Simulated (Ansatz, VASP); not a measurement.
## GaGe3: VASP beside Ansatz

```
CELL_PARAMETERS angstrom
4.36238 0.00000 0.00000
0.00000 4.36238 0.00000
0.00000 0.00000 4.36238
ATOMIC_POSITIONS crystal
Ge 0.50000 0.50000 0.00000
Ge 0.50000 0.00000 0.50000
Ge 0.00000 0.50000 0.50000
Ga 0.00000 0.00000 0.00000
```

Alike in both runs: task single point; functional r2SCAN; k mesh 6 × 6 × 6; occupations fermi-dirac, width 0.05 eV; no spin polarisation.

|  | VASP | Ansatz |
| --- | --- | --- |
| version | VASP 6.6.1 | Ansatz 0.2.0 |
| potentials or method | VASP PAW PBE potentials, release 64 (Ge_d, Ga_d) | Ansatz PAW |
| plane-wave cutoff (eV) | 520 | 500 |
| valence electrons in the cell | 55 | 55 |

|  | VASP | Ansatz | Ansatz less VASP |
| --- | --- | --- | --- |
| gap on the k mesh at the Fermi level (eV) | none | none | - |
| pressure (GPa) | -4.9 | -4.9 | +0.08 |

VASP's potentials were made for PBE, not for r2SCAN. A gap of «none» marks a metal or a gap that the smearing closes. The functional is the same, so the differences come from potentials, cutoffs and numerics.
